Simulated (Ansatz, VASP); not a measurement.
## Ni: VASP beside Ansatz

```
CELL_PARAMETERS angstrom
-1.38372 1.38372 1.38372
1.38372 -1.38372 1.38372
1.38372 1.38372 -1.38372
ATOMIC_POSITIONS crystal
Ni 0.00000 0.00000 0.00000
```

Alike in both runs: functional PBEsol; k mesh 8 × 8 × 8; occupations fermi-dirac, width 0.05 eV; collinear spin.

|  | VASP | Ansatz |
| --- | --- | --- |
| version | VASP 6.6.1 | Ansatz 0.2.0 |
| potentials or method | VASP PAW PBE potentials, release 64 (Ni) | Ansatz PAW |
| plane-wave cutoff (eV) | 520 | 420 |
| valence electrons in the cell | 10 | 18 |
| task | single point | band structure |

Ansatz gave:

```
gap on the k mesh at the Fermi level (eV)                     : none
pressure (GPa)                                                : -2.3
net moment per atom (μB)                                      : 0.55
size of the moment on the site where the two differ most (μB) : 0.58
```

Estimate VASP's values.

gap on the k mesh at the Fermi level (eV): none; pressure (GPa): -2.3; net moment per atom (μB): 0.55; size of the moment on the site where the two differ most (μB): 0.56.

VASP's potentials were made for PBE, not for PBEsol. Site moments also hang on the region over which each program counts them. A gap of «none» marks a metal or a gap that the smearing closes. The functional is the same, so the differences come from potentials, cutoffs and numerics. VASP's potentials hold 10 valence electrons a cell and Ansatz's 18, so a difference there can come from the potentials and not from the codes.

The k mesh is coarse, so the values compare programs but aren't converged.
